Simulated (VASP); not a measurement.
# C (P-1) in VASP: single point with r2SCAN

Aim: the single point of C with r2SCAN.

Everything below comes from runs of VASP 6.6.1. Logs are shortened: lines on timing, memory, paths and dates and some standing lists are left out, and cuts for length are marked.

### Step 1. The cell of the first run

The typed cell holds 6 atoms: a = 2.456 Å, b = 2.456 Å, c = 10.589 Å, α = 85.57°, β = 87.78°, γ = 60.00°.

### Step 2. Single point, r2SCAN

Input file POSCAR:

```
C
1.0
   -2.4558330623      0.0000000000      0.0000000000
   -1.2279165312     -2.1268138194      0.0000000000
   -0.4093055104     -0.7089379398     10.5572328611
C
6
Direct
    0.6666666667      0.6111247460      0.1666257619
    1.0000000000      0.7222358571      0.8332924286
    0.3333333333      0.1666803016      0.4999590952
    0.6666666667      0.3888863651      0.8333409048
    1.0000000000     -0.1666691905      0.5000075714
    0.3333333333      0.2777752540      0.1666742381
```

Input file INCAR.step1:

```
SYSTEM = C
PREC = Accurate ; ENCUT = 520
ISMEAR = 0 ; SIGMA = 0.05
LREAL = .False. ; LASPH = .True.
NELM = 80 ; NBANDS = 21
GGA = PE ; ALGO = Normal
EDIFF = 1E-4 ; LWAVE = .True.
LCHARG = .False.
```

Input file INCAR.step2:

```
SYSTEM = C
PREC = Accurate ; ENCUT = 520
EDIFF = 1E-7 ; ISMEAR = 0
SIGMA = 0.05 ; LREAL = .False.
LASPH = .True. ; NELM = 80
ALGO = Normal ; ISIF = 2
LWAVE = .False. ; LCHARG = .False.
METAGGA = R2SCAN ; LMIXTAU = .True.
NBANDS = 21 ; ISTART = 1
```

Input file KPOINTS:

```
regular mesh
0
Gamma
  15 15 3
  0 0 0
```

Potentials or basis: VASP PAW PBE potentials, release 64 (C).

On the command line:

```console
$ cat potpaw_PBE.64/C/POTCAR > POTCAR
$ cp INCAR.step1 INCAR
$ mpirun -np 1 vasp_std > vasp.out
$ cp INCAR.step2 INCAR
$ mpirun -np 1 vasp_std > vasp.out
```

OUTCAR:

```text
SYSTEM = C
   PREC = Accurate
   ENCUT = 520
   EDIFF = 1E-7
   ISMEAR = 0
   LREAL = .False.
   LASPH = .True.
   NELM = 80
   ISIF = 2
   METAGGA = R2SCAN
   ISTART = 1

 ion  position               nearest neighbor table
   1  0.667  0.611  0.167-   6 1.42   6 1.42   6 1.42
   2  0.000  0.722  0.833-   4 1.42   4 1.42   4 1.42
   3  0.333  0.167  0.500-   5 1.42   5 1.42   5 1.42
   4  0.667  0.389  0.833-   2 1.42   2 1.42   2 1.42
   5  0.000  0.833  0.500-   3 1.42   3 1.42   3 1.42
   6  0.333  0.278  0.167-   1 1.42   1 1.42   1 1.42

  LATTYP: Found a base centered monoclinic cell.
 ALAT       =     2.4558330623
 B/A-ratio  =     1.7320508075
 C/A-ratio  =     4.3117437962
 COS(beta)  =    -0.0773082421

  Lattice vectors:

 A1 = (   2.4558330623,   0.0000000000,   0.0000000000)
 A2 = (  -1.2279165311,   2.1268138194,   0.0000000000)
 A3 = (  -0.4093055104,  -0.7089379398,  10.5572328611)

Analysis of symmetry for initial positions (statically):
=====================================================================
 Subroutine PRICEL returns:
 Original cell was already a primitive cell.

 Routine SETGRP: Setting up the symmetry group for a
 base centered monoclinic supercell.

 Subroutine GETGRP returns: Found  2 space group operations
 (whereof  1 operations were pure point group operations)
 out of a pool of  4 trial point group operations.

The static configuration has the point symmetry C_1 .
 The point group associated with its full space group is S_2 .

Analysis of symmetry for dynamics (positions and initial velocities):
=====================================================================
 Subroutine PRICEL returns:
 Original cell was already a primitive cell.

 Routine SETGRP: Setting up the symmetry group for a
 base centered monoclinic supercell.

 Subroutine GETGRP returns: Found  2 space group operations
 (whereof  1 operations were pure point group operations)
 out of a pool of  4 trial point group operations.

The dynamic configuration has the point symmetry C_1 .
 The point group associated with its full space group is S_2 .

 Subroutine INISYM returns: Found  2 space group operations
 (whereof  1 operations are pure point group operations),
 and found     1 'primitive' translations

----------------------------------------------------------------------------------------

                                     Primitive cell

[... 99 lines left out ...]
   LREAL  =      F    real-space projection
   EDIFFG = 0.1E-05   stopping-criterion for IOM
   NSW    =      0    number of steps for IOM
   IBRION =     -1    ionic relax: 0-MD 1-quasi-New 2-CG
   NFREE  =      0    steps in history (QN), initial steepest desc. (CG)
   ISIF   =      2    stress and relaxation
   ISYM   =      2    0-nonsym 1-usesym 2-fastsym
   POTIM  = 0.5000    time-step for ionic-motion
   TEBEG  =    0.0;   TEEND  =   0.0 temperature during run
   PSTRESS=    0.0 pullay stress
   NELECT =      24.0000    total number of electrons
   NUPDOWN=      -1.0000    fix difference up-down
   EMIN   =  10.00;   EMAX   =-10.00  energy-range for DOS
   EFERMI =   0.00;   METHOD = LEGACY
   ISMEAR =     0;   SIGMA  =   0.05  broadening in eV -4-tet -1-fermi 0-gaus
   EFERMI_NEDOS =   21; number of points for ismear=-14 and -15
   IALGO  =     38    algorithm
   IMIX   =      4    mixing-type and parameters
     AMIX     =   0.40;   BMIX     =  1.00
     AMIX_MAG =   1.60;   BMIX_MAG =  1.00
  volume/ion in A,a.u.               =       9.19        62.02
  Fermi-wavevector in a.u.,A,eV,Ry     =   1.240659  2.344506 20.942561  1.539235
  Thomas-Fermi vector in A             =   2.375090
   LORBIT       =      0    0 simple, 1 ext, 2 COOP (PROOUT), +10 PAW based schemes
   METAGGA = R2SCAN    functional components
   LHFCALC =     F    Hartree Fock is set to
   AEXX    =    0.0000 exact exchange contribution
   IVDW    =     0    specifies the selected vdW correction
   LEPSILON=     F    determine dielectric tensor
   LRPA    =     F    only Hartree local field effects (RPA)
 non-spin polarized calculation
 Gauss-broadening in eV      SIGMA  =   0.05
  energy-cutoff  :      520.00
  volume of cell :       55.14
 maximum number of plane-waves:      1510
   NGX =  9   NGY =  9   NGZ = 39

 number of electron      23.9999994 magnetization

 Free energy of the ion-electron system (eV)
  ---------------------------------------------------
  ext. energy  EPLUGINS =         0.00000000
  ---------------------------------------------------
  free energy    TOTEN  =       -59.62129771 eV

  energy without entropy =      -59.62129069  energy(sigma->0) =      -59.62129420

 E-fermi :   4.2779     XC(G=0): -10.8022

 val. band max:        4.1789571739   @ k =  -0.3333   0.3333   0.0000
 cond. band min:       4.3766590621   @ k =  -0.3333   0.3333   0.0000
 fundamental gap:      0.1977018882
 Fermi energy:         4.2779377468

 k-point     1 :       0.0000    0.0000    0.0000
  band No.  band energies     occupation
      1     -16.6618      2.00000
      2     -16.5118      2.00000
      3     -16.5113      2.00000
      4      -4.2374      2.00000
      5      -4.2351      2.00000
      6      -3.0092      2.00000
[... 565 lines left out ...]
     20      14.8244      0.00000
     21      14.8489      0.00000

 [... further k-points ...]

------------------------ aborting loop because EDIFF is reached ----------------------------------------

  FORCE on cell =-STRESS in cart. coord.  units (eV):
  Direction    XX          YY          ZZ          XY          YZ          ZX
  --------------------------------------------------------------------------------------
  -------------------------------------------------------------------------------------
  Total        0.3713922      0.3392307      0.0136786      0.0013031      0.0120179      0.0632708
  in kB       10.7910819      9.8566027      0.3974408      0.0378635      0.3491887      1.8383815
  external PRESSURE =       7.0150418 kB  Pullay stress =       0.0000000 kB

 VOLUME and BASIS-vectors are now :
 -----------------------------------------------------------------------------
  energy-cutoff  :      520.00
  volume of cell :       55.14
      direct lattice vectors                 reciprocal lattice vectors
    -2.455833062  0.000000000  0.000000000    -0.407193801  0.235093451 -0.000000000
    -1.227916531 -2.126813819  0.000000000     0.000000000 -0.470186902 -0.031573930
    -0.409305510 -0.708937940 10.557232861     0.000000000  0.000000000  0.094721791

 POSITION                                       TOTAL-FORCE (eV/Angst)
 -----------------------------------------------------------------------------------
     -2.45583     -1.41788      1.75911         0.007623      0.000344      0.011616
     -1.22792     -2.12681      8.79726        -0.007314     -0.000716     -0.004997
     -1.22792     -0.70894      5.27818         0.001360      0.000718      0.000690
     -2.45583     -1.41788      8.79777        -0.007623     -0.000344     -0.011616
     -1.22792     -2.12681      5.27870        -0.001360     -0.000718     -0.000690
     -1.22792     -0.70894      1.75962         0.007314      0.000716      0.004997
 -----------------------------------------------------------------------------------
    total drift:                               -0.000000      0.000000      0.000001

  FREE ENERGIE OF THE ION-ELECTRON SYSTEM (eV)
  ---------------------------------------------------
  free  energy   TOTEN  =       -59.6212977059 eV

  energy  without entropy=      -59.6212906852  energy(sigma->0) =      -59.62129420
```

It took 28 min on 1 thread of AMD EPYC 7R43 (Zen 3), shared host; peak memory 0.32 GiB.

What came out:

| Property | Result |
| --- | --- |
| Free energy | -59.6213 eV |
| Pressure | 0.7 GPa |
| Largest force | 0.014 eV/Å |
| Band gap on the k mesh | 0.20 eV, direct |

Forces on the atoms (eV/Å):
```
C    0.008  0.000  0.012
C   -0.007 -0.001 -0.005
C    0.001  0.001  0.001
C   -0.008  0.000 -0.012
C   -0.001 -0.001 -0.001
C    0.007  0.001  0.005
```

Caveat: the PAW data sets were made with another functional, which shifts forces and pressure a little.
